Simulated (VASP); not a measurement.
**MgZn4O: single point with PBE**

MgZn4O:

```
Mg Zn O
1.0
     4.26907   -4.18426    0.00000
     4.26907    4.18426    0.00000
     0.00000    0.00000    3.22408
Mg Zn O
1 4 1
Direct
  0.50000 0.50000 0.00000
  0.81139 0.81139 0.00000
  0.75554 0.24446 0.50000
  0.18861 0.18861 0.00000
  0.24446 0.75554 0.50000
  0.00000 0.00000 0.50000
```

```
Program                : VASP 6.6.1
Task                   : single point
Functional             : PBE
Potentials or basis    : VASP PAW PBE potentials, release 64 (Mg, Zn, O)
Cutoff                 : 520 eV
k mesh                 : 3 × 3 × 5
Occupations            : gaussian, width 0.2 eV
Spin                   : no spin polarisation
Dipole correction      : no
Further INCAR settings : ALGO = Normal; EDIFF = 1e-06; NBANDS = 37
```

```json
{"Pressure": "0.2 GPa", "Largest force": "0.082 eV/Å", "Band gap on the k mesh": "zero (band 28 reaches 1.52 eV, above the bottom of band 29 at 0.45 eV)"}
```

Forces in eV/Å, atoms in the order of the input:
```
Mg   0.000  0.000  0.000
Zn  -0.082  0.000  0.000
Zn   0.000  0.060  0.000
Zn   0.082  0.000  0.000
Zn   0.000 -0.060  0.000
O    0.000  0.000  0.000
```

Stress tensor (GPa, compression positive):
```
0.20 0.00 0.00
0.00 0.42 0.00
0.00 0.00 0.11
```

Levels at points of the mesh, in eV from the Fermi level:
```tsv
k point	band 24	band 25	band 26	band 27	band 28	band 29	band 30	band 31	band 32	band 33
(0.00, 0.00, 0.00)	-5.23	-3.29	-2.22	-1.64	-1.44	-1.08	0.25	2.79	3.13	5.00
```

Wall time 60 s on 1 thread of AMD EPYC 7R43 64-Core Processor (Zen 3), on a shared host, peak memory 0.2 GiB.

Caveat: the k points lie up to 0.39 Å⁻¹ apart.
